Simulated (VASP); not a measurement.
# Ge2H in VASP: single point with PBE+D3(BJ)

Aim: the single point of Ge2H with PBE+D3(BJ).

All numbers are computed with VASP 6.6.1; they aren't measurements. Logs are shortened: lines on timing, memory, paths and dates and some standing lists are left out, and cuts for length are marked.

## (1) The cell of the first run

The cell holds a slab with vacuum, 36 atoms: a = 8.060 Å, b = 8.060 Å, c = 29.968 Å, α = 90.00°, β = 90.00°, γ = 90.00°.

## (2) Single point, PBE+D3(BJ)

The input, INCAR:

```
SYSTEM = Ge2H
ALGO = Normal
DIPOL = 0.5 0.5 0.399
EDIFF = 1E-6
ENCUT = 520
GGA = PE
IDIPOL = 3
ISIF = 2
ISMEAR = 0
IVDW = 12
KPAR = 2
LASPH = .TRUE.
LCHARG = .TRUE.
LDIPOL = .TRUE.
LREAL = Auto
LVACPOTAV = .TRUE.
LVHAR = .TRUE.
LWAVE = .FALSE.
NBANDS = 198
NELM = 100
PREC = Accurate
SIGMA = 0.1
```

The input, KPOINTS:

```
k-points
0
G
  3 3 1
  0 0 0
```

The input, POSCAR:

```
Ge2H
1.0
    8.0601468066      0.0000000000      0.0000000000
    0.0000000000      8.0601468066      0.0000000000
    0.0000000000      0.0000000000     29.9684764922
Ge H
24 12
Direct
    0.5000000000      0.2500000000      0.2964230068
    0.5000000000      0.7500000000      0.2964230068
    0.0000000000      0.2500000000      0.2964230068
    0.0000000000      0.7500000000      0.2964230068
    0.5000000000      0.5000000000      0.3439678367
    0.5000000000      0.0000000000      0.3439678367
    0.0000000000      0.5000000000      0.3439678367
    0.0000000000      0.0000000000      0.3439678367
    0.7500000000      0.5000000000      0.3915126666
    0.7500000000      0.0000000000      0.3915126666
    0.2500000000      0.5000000000      0.3915126666
    0.2500000000      0.0000000000      0.3915126666
    0.7501021775      0.7500217316      0.4362954401
    0.7511854679      0.2499716354      0.4364650026
    0.2493953947      0.7500261811      0.4412337026
    0.2499062649      0.2499949246      0.4414298360
   -0.0108782162      0.7501303758      0.4870773433
   -0.0099975901      0.2500790488      0.4875047510
    0.5101560301      0.7514932497      0.4867433150
    0.5110149164      0.2489304018      0.4868632215
    0.9069097471     -0.0001681130      0.5292236019
    0.9082145991      0.5004081472      0.5294478626
    0.5935971311     -0.0002418657      0.5292919293
    0.5949587154      0.5008727304      0.5280286839
    0.3502319989      0.2499753672      0.2646466836
    0.3500623479      0.7500332006      0.2647053898
    0.8472775589      0.2501188649      0.2657372508
    0.8471483965      0.7499146865      0.2657843686
    0.6526914936      0.2499525954      0.2657295194
    0.6525425975      0.7500481371      0.2656756487
    0.1496613699      0.2500687610      0.2646077328
    0.1495138783      0.7499267017      0.2645558639
    0.9710158274     -0.0020807135      0.5781272494
    0.9686072936      0.5029140387      0.5785363672
    0.5295376081     -0.0021927530      0.5780676550
    0.5286804423      0.5011259358      0.5772054715
```

Potentials or basis: VASP PAW PBE potentials, release 64 (Ge_d, H).

On the command line:

```sh
$ cat potpaw_PBE.64/Ge_d/POTCAR potpaw_PBE.64/H/POTCAR > POTCAR
$ mpirun -np 4 vasp_std > vasp.out
```

OUTCAR:

```text
SYSTEM = Ge2H
   EDIFF = 1E-6
   ENCUT = 520
   GGA = PE
   ISIF = 2
   ISMEAR = 0
   IVDW = 12
   LASPH = .TRUE.
   LREAL = Auto
   NELM = 100
   PREC = Accurate
 IVDW          = 12

 ion  position               nearest neighbor table
   1  0.500  0.250  0.296-  29 1.54  25 1.54   5 2.47   6 2.47
   2  0.500  0.750  0.296-  30 1.54  26 1.54   5 2.47   6 2.47
   3  0.000  0.250  0.296-  27 1.54  31 1.54   7 2.47   8 2.47
   4  0.000  0.750  0.296-  28 1.54  32 1.54   7 2.47   8 2.47
   5  0.500  0.500  0.344-   9 2.47  11 2.47   1 2.47   2 2.47
   6  0.500  0.000  0.344-  10 2.47  12 2.47   1 2.47   2 2.47
[... 16 lines left out ...]
  23  0.594  1.000  0.529-  35 1.55  19 2.47  20 2.47  21 2.53
  24  0.595  0.501  0.528-  36 1.57  19 2.47  20 2.47  22 2.53
  25  0.350  0.250  0.265-   1 1.54
  26  0.350  0.750  0.265-   2 1.54
  27  0.847  0.250  0.266-   3 1.54
  28  0.847  0.750  0.266-   4 1.54
  29  0.653  0.250  0.266-   1 1.54
  30  0.653  0.750  0.266-   2 1.54
  31  0.150  0.250  0.265-   3 1.54
  32  0.150  0.750  0.265-   4 1.54
  33  0.971  0.998  0.578-  21 1.55
  34  0.969  0.503  0.579-  22 1.55
  35  0.530  0.998  0.578-  23 1.55
  36  0.529  0.501  0.577-  24 1.57

  LATTYP: Found a simple tetragonal cell.
 ALAT       =     8.0601468066
 C/A-ratio  =     3.7181055397

  Lattice vectors:

 A1 = (   8.0601468066,   0.0000000000,   0.0000000000)
 A2 = (   0.0000000000,   8.0601468066,   0.0000000000)
 A3 = (   0.0000000000,   0.0000000000,  29.9684764922)

Analysis of symmetry for initial positions (statically):
=====================================================================
 Subroutine PRICEL returns:
 Original cell was already a primitive cell.

 Routine SETGRP: Setting up the symmetry group for a
 simple tetragonal supercell.

 Subroutine GETGRP returns: Found  1 space group operations
 (whereof  1 operations were pure point group operations)
 out of a pool of 16 trial point group operations.

The static configuration has the point symmetry C_1 .

Analysis of symmetry for dynamics (positions and initial velocities):
=====================================================================
 Subroutine PRICEL returns:
 Original cell was already a primitive cell.

 Routine SETGRP: Setting up the symmetry group for a
 simple tetragonal supercell.

 Subroutine GETGRP returns: Found  1 space group operations
 (whereof  1 operations were pure point group operations)
 out of a pool of 16 trial point group operations.

The dynamic configuration has the point symmetry C_1 .

 Subroutine INISYM returns: Found  1 space group operations
 (whereof  1 operations are pure point group operations),
 and found     1 'primitive' translations

----------------------------------------------------------------------------------------

                                     Primitive cell

  volume of cell :    1946.9310

  direct lattice vectors                    reciprocal lattice vectors
     8.060146807  0.000000000  0.000000000     0.124067219  0.000000000  0.000000000
     0.000000000  8.060146807  0.000000000     0.000000000  0.124067219  0.000000000
     0.000000000  0.000000000 29.968476492     0.000000000  0.000000000  0.033368396

  length of vectors
     8.060146807  8.060146807 29.968476492     0.124067219  0.124067219  0.033368396

  position of ions in fractional coordinates (direct lattice)
     0.500000000  0.250000000  0.296423007
     0.500000000  0.750000000  0.296423007
     0.000000000  0.250000000  0.296423007
     0.000000000  0.750000000  0.296423007
     0.500000000  0.500000000  0.343967837
     0.500000000  0.000000000  0.343967837
[... 28 lines left out ...]
     0.529537608  0.997807247  0.578067655
     0.528680442  0.501125936  0.577205472

  ion indices of the primitive-cell ions
   primitive index   ion index
                 1           1
                 2           2
                 3           3
                 4           4
                 5           5
                 6           6
[... 28 lines left out ...]
                35          35
                36          36

----------------------------------------------------------------------------------------

 KPOINTS: k-points

Automatic generation of k-mesh.
 Grid dimensions read from file:
 generate k-points for:    3    3    1

 Generating k-lattice:

  Cartesian coordinates                     Fractional coordinates (reciprocal lattice)
     0.041355740  0.000000000  0.000000000     0.333333333  0.000000000  0.000000000
     0.000000000  0.041355740  0.000000000     0.000000000  0.333333333  0.000000000
     0.000000000  0.000000000  0.033368396     0.000000000  0.000000000  1.000000000

  Length of vectors
     0.041355740  0.041355740  0.033368396

  Shift w.r.t. Gamma in fractional coordinates (k-lattice)
     0.000000000  0.000000000  0.000000000

 Subroutine IBZKPT returns following result:
 ===========================================

 Found      5 irreducible k-points:

 Following reciprocal coordinates:
            Coordinates               Weight
  0.000000  0.000000  0.000000      1.000000
  0.333333  0.000000  0.000000      2.000000
  0.000000  0.333333  0.000000      2.000000
  0.333333  0.333333  0.000000      2.000000
 -0.333333  0.333333  0.000000      2.000000
   k-points           NKPTS =      5   k-points in BZ     NKDIM =      5   number of bands    NBANDS=    198
   number of dos      NEDOS =    301   number of ions     NIONS =     36
   total plane-waves  NPLWV = 806400
   dimension x,y,z NGX =    60 NGY =   60 NGZ =  224
   dimension x,y,z NGXF=   120 NGYF=  120 NGZF=  448
   ions per type =              24  12
   NGX,Y,Z   is equivalent  to a cutoff of  12.38, 12.38, 12.43 a.u.
   NGXF,Y,Z  is equivalent  to a cutoff of  24.75, 24.75, 24.85 a.u.
 SYSTEM =  Ge2H
   PREC   = accura    normal or accurate (medium, high low for compatibility)
   ISTART =      0    job   : 0-new  1-cont  2-samecut
   ICHARG =      2    charge: 1-file 2-atom 10-const
   ISPIN  =      1    spin polarized calculation?
   LNONCOLLINEAR =      F non collinear calculations
   LSORBIT =      F    spin-orbit coupling
   LASPH  =      T    aspherical Exc in radial PAW
   ENCUT  =  520.0 eV  38.22 Ry    6.18 a.u.  14.99 14.99 55.72*2*pi/ulx,y,z
   NELM   =    100;   NELMIN=  2; NELMDL= -5     # of ELM steps
   EDIFF  = 0.1E-05   stopping-criterion for ELM
   LREAL  =      T    real-space projection
   EDIFFG = 0.1E-04   stopping-criterion for IOM
   NSW    =      0    number of steps for IOM
   IBRION =     -1    ionic relax: 0-MD 1-quasi-New 2-CG
   NFREE  =      0    steps in history (QN), initial steepest desc. (CG)
   ISIF   =      2    stress and relaxation
   ISYM   =      2    0-nonsym 1-usesym 2-fastsym
   POTIM  = 0.5000    time-step for ionic-motion
   TEBEG  =    0.0;   TEEND  =   0.0 temperature during run
   PSTRESS=    0.0 pullay stress
   NELECT =     348.0000    total number of electrons
   NUPDOWN=      -1.0000    fix difference up-down
   EMIN   =  10.00;   EMAX   =-10.00  energy-range for DOS
   EFERMI =   0.00;   METHOD = LEGACY
   ISMEAR =     0;   SIGMA  =   0.10  broadening in eV -4-tet -1-fermi 0-gaus
   EFERMI_NEDOS =   21; number of points for ismear=-14 and -15
   IALGO  =     38    algorithm
   IMIX   =      4    mixing-type and parameters
     AMIX     =   0.40;   BMIX     =  1.00
     AMIX_MAG =   1.60;   BMIX_MAG =  1.00
  volume/ion in A,a.u.               =      54.08       364.96
  Fermi-wavevector in a.u.,A,eV,Ry     =   0.922184  1.742676 11.570719  0.850424
  Thomas-Fermi vector in A             =   2.047683
   LORBIT       =      0    0 simple, 1 ext, 2 COOP (PROOUT), +10 PAW based schemes
   GGA     = PE    functional components
   LHFCALC =     F    Hartree Fock is set to
   AEXX    =    0.0000 exact exchange contribution
   IVDW    =    12    specifies the selected vdW correction
   LEPSILON=     F    determine dielectric tensor
   LRPA    =     F    only Hartree local field effects (RPA)
 non-spin polarized calculation
 Gauss-broadening in eV      SIGMA  =   0.10
  energy-cutoff  :      520.00
  volume of cell :     1946.93
 maximum number of plane-waves:     52487
   NGX = 29   NGY = 29   NGZ =111

 dipolmoment           0.000000      0.000000     -0.000584 electrons x Angstroem

 number of electron     347.9999575 magnetization

 dipolmoment           0.000000      0.000000      0.013920 electrons x Angstroem

 Free energy of the ion-electron system (eV)
  ---------------------------------------------------
  ext. energy  EPLUGINS =         0.00000000
  ---------------------------------------------------
  free energy    TOTEN  =      -144.85541756 eV

  energy without entropy =     -144.85541756  energy(sigma->0) =     -144.85541756

 E-fermi :  -1.6543     XC(G=0):  -3.5087

 val. band max:       -2.0970868677   @ k =   0.3333   0.0000   0.0000
 cond. band min:      -1.1774612846   @ k =   0.0000   0.0000   0.0000
 fundamental gap:      0.9196255831
 Fermi energy:        -1.6543408443

 k-point     1 :       0.0000    0.0000    0.0000
  band No.  band energies     occupation
      1     -26.4457      2.00000
      2     -26.4369      2.00000
      3     -26.4264      2.00000
      4     -26.4211      2.00000
      5     -26.4181      2.00000
      6     -26.4130      2.00000
[... 178 lines left out ...]
    185       0.3047      0.00000
    186       0.3448      0.00000

 k-point     2 :       0.3333    0.0000    0.0000
  band No.  band energies     occupation
      1     -26.4457      2.00000
      2     -26.4370      2.00000
      3     -26.4264      2.00000
      4     -26.4215      2.00000
      5     -26.4192      2.00000
      6     -26.4140      2.00000
[... 178 lines left out ...]
    185       0.7390      0.00000
    186       0.8228      0.00000

 k-point     3 :       0.0000    0.3333    0.0000
  band No.  band energies     occupation
      1     -26.4479      2.00000
      2     -26.4438      2.00000
      3     -26.4227      2.00000
      4     -26.4200      2.00000
      5     -26.4171      2.00000
      6     -26.4142      2.00000
[... 178 lines left out ...]
    185       0.6689      0.00000
    186       0.9209      0.00000

 k-point     4 :       0.3333    0.3333    0.0000
  band No.  band energies     occupation
      1     -26.4478      2.00000
      2     -26.4437      2.00000
      3     -26.4230      2.00000
      4     -26.4203      2.00000
      5     -26.4182      2.00000
      6     -26.4152      2.00000
[... 178 lines left out ...]
    185       1.0814      0.00000
    186       1.1855      0.00000

 k-point     5 :      -0.3333    0.3333    0.0000
  band No.  band energies     occupation
      1     -26.4478      2.00000
      2     -26.4437      2.00000
      3     -26.4230      2.00000
      4     -26.4203      2.00000
      5     -26.4182      2.00000
      6     -26.4152      2.00000
[... 178 lines left out ...]
    185       1.0839      0.00000
    186       1.1832      0.00000
 [bands above 186 left out]

------------------------ aborting loop because EDIFF is reached ----------------------------------------

 Edisp (eV)   -5.72600

 E8    (eV) :    -2.5540

  FORCE on cell =-STRESS in cart. coord.  units (eV):
  Direction    XX          YY          ZZ          XY          YZ          ZX
  --------------------------------------------------------------------------------------
  -------------------------------------------------------------------------------------
  Total       3.00522    -0.58361    -2.24292    -0.01522    -0.02095    -0.07340
  in kB       2.47307    -0.48026    -1.84576    -0.01252    -0.01724    -0.06041
  external pressure =        0.05 kB  Pullay stress =        0.00 kB

 VOLUME and BASIS-vectors are now :
 -----------------------------------------------------------------------------
  energy-cutoff  :      520.00
  volume of cell :     1946.93
      direct lattice vectors                 reciprocal lattice vectors
     8.060146807  0.000000000  0.000000000     0.124067219  0.000000000  0.000000000
     0.000000000  8.060146807  0.000000000     0.000000000  0.124067219  0.000000000
     0.000000000  0.000000000 29.968476492     0.000000000  0.000000000  0.033368396

 POSITION                                       TOTAL-FORCE (eV/Angst)
 -----------------------------------------------------------------------------------
      4.03007      2.01504      8.88335        -0.126016     -0.002901      0.193131
      4.03007      6.04511      8.88335        -0.125447      0.002553      0.195655
      0.00000      2.01504      8.88335         0.127425     -0.006218      0.192839
      0.00000      6.04511      8.88335         0.126436      0.006103      0.193230
      4.03007      4.03007     10.30819         0.103781     -0.007301     -0.176211
      4.03007      0.00000     10.30819         0.102654      0.008608     -0.171489
[... 28 lines left out ...]
      4.26815      8.04247     17.32381        -0.022890      0.013219      0.024189
      4.26124      4.03915     17.29797         0.064788     -0.002220     -0.169755
 -----------------------------------------------------------------------------------
    total drift:                                0.001470      0.001687      0.008021

  FREE ENERGIE OF THE ION-ELECTRON SYSTEM (eV)
  ---------------------------------------------------
  free  energy   TOTEN  =      -150.5814186473 eV

  energy  without entropy=     -150.5814186472  energy(sigma->0) =     -150.58141865

 vacuum level on the upper side and lower side of the slab         2.674         2.635
```

It took 22 min on 4 MPI ranks of Intel Xeon Platinum 8488C (Sapphire Rapids), shared host; peak memory 1.2 GiB.

Results:

```yaml
Free_energy: -150.5814 eV
Largest_force: 0.512 eV/Å
Band_gap_on_the_k_mesh: 0.92 eV
Dispersion_energy_per_atom: -0.159 eV
```

Forces on the atoms (eV/Å):
```
Ge  -0.126 -0.003  0.193
Ge  -0.125  0.003  0.196
Ge   0.127 -0.006  0.193
Ge   0.126  0.006  0.193
Ge   0.104 -0.007 -0.176
Ge   0.103  0.009 -0.171
Ge  -0.102 -0.001 -0.184
Ge  -0.104  0.001 -0.186
Ge   0.006 -0.014 -0.494
Ge   0.041  0.013 -0.510
Ge  -0.003 -0.011  0.397
Ge  -0.019  0.011  0.386
Ge  -0.012  0.021 -0.001
Ge  -0.016 -0.018 -0.007
Ge   0.002  0.017 -0.003
Ge   0.010 -0.016 -0.020
Ge   0.016 -0.006 -0.005
Ge   0.005  0.003 -0.025
Ge   0.038 -0.040 -0.003
Ge   0.029  0.056  0.026
Ge   0.015 -0.020  0.034
Ge  -0.047  0.025 -0.074
Ge  -0.003  0.010 -0.040
Ge  -0.142 -0.037  0.271
H    0.023  0.001  0.020
H    0.023  0.000  0.021
H    0.024  0.002  0.019
H    0.023 -0.002  0.018
H   -0.023  0.001  0.019
H   -0.023 -0.001  0.019
H   -0.023  0.003  0.018
H   -0.023 -0.003  0.018
H    0.002  0.010 -0.020
H    0.034 -0.015  0.024
H   -0.023  0.013  0.024
H    0.065 -0.002 -0.170
```

Levels at points of the mesh, in eV from the valence-band top:
```csv
k point,band 171,band 172,band 173,band 174,band 175,band 176,band 177,band 178
"(0.00, 0.00, 0.00)",-0.66,-0.46,-0.32,-0.10,0.92,1.24,1.52,1.53
```
